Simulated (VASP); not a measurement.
The system is HfB2.

```
Hf B
1.0
     3.14000    0.00000    0.00000
    -1.57000    2.71932    0.00000
     0.00000    0.00000    3.48000
Hf B
1 2
Direct
  0.00000 0.00000 0.00000
  0.33333 0.66667 0.50000
  0.66667 0.33333 0.50000
```

* Program: VASP 6.6.1
* Task: relaxation of cell and atoms
* Functional: RPBE
* Dispersion: D3(BJ)
* Potentials or basis: VASP PAW PBE potentials, release 64 (Hf_pv, B)
* Cutoff: 500 eV
* k mesh: 8 × 8 × 6
* Occupations: fermi-dirac, width 0.02 eV
* Spin: no spin polarisation

At the start: pressure -28.9 GPa; volume 9.90 Å³/atom.

Question: Where does the relaxation end?

Answer: Over 11 steps the energy falls by 103.0 meV/atom and the volume is 8.86 Å³/atom (-10.5 %); space group P6/mmm (No. 191, to 0.1 Å) before and after.

The path:
```csv
step,energy change (eV),largest force (eV/Å),pressure (GPa),volume (Å³)
1,0.0000,0.0000,-28.88,29.71
2,0.4360,0.0000,68.92,22.68
3,-0.3059,0.0000,-1.42,26.73
4,-0.3065,0.0000,-0.17,26.62
5,-0.3064,0.0000,0.55,26.56
6,-0.3089,0.0000,0.57,26.55
7,-0.3089,0.0000,0.58,26.54
8,-0.3089,0.0000,0.57,26.54
9,-0.3089,0.0000,-0.77,26.65
10,-0.3090,0.0000,0.03,26.59
11,-0.3090,0.0000,0.00,26.59
```

Final structure:
```xyz
3
Lattice="3.0397 0.0000 0.0000 -1.5198 2.6325 0.0000 0.0000 0.0000 3.3231" Properties=species:S:1:pos:R:3 pbc="T T T"
Hf   -1.5198    2.6325    3.3231
B     0.0000    1.7550    1.6616
B     1.5198    0.8775    1.6616
```

Caveat: the PAW data sets were made with another functional, which shifts forces and pressure a little.
